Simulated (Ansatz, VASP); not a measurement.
One calculation of Sc3BN2, two programs

```
Sc B N
1.0
     5.55577    0.00000    0.00000
    -2.77788    4.81144    0.00000
     0.00000    0.00000    3.06427
Sc B N
3 1 2
Cartesian
  2.7779 0.0000 1.5321
  1.3889 2.4057 1.5321
  -1.3889 2.4057 1.5321
  0.0000 0.0000 0.0000
  0.0000 3.2076 0.0000
  2.7779 1.6038 0.0000
```

Change from the starting cell: species swapped into the TmB2Ru3 type (P6/mmm, No. 191).

Alike in both runs: task single point; functional PBE; k mesh 6 × 6 × 6; occupations gaussian, width 0.1 eV; no spin polarisation.

|  | VASP | Ansatz |
| --- | --- | --- |
| version | VASP 6.6.1 | Ansatz 0.2.0 |
| potentials or method | VASP PAW PBE potentials, release 64 (Sc_sv, B, N), cutoff 520 eV | scalar-relativistic, plane waves, PAW |
| valence electrons in the cell | 46 | 46 |

```tsv
	VASP	Ansatz	Ansatz less VASP
gap on the k mesh at the Fermi level (eV)	none	none	-
pressure (GPa)	3.5	2.8	-0.66
traceless stress, the component that is largest in VASP (GPa)	-18.42	-18.64	-0.220
```

A gap of «none» marks a metal or a gap that the smearing closes. The functional is the same, so the differences come from potentials, cutoffs and numerics.
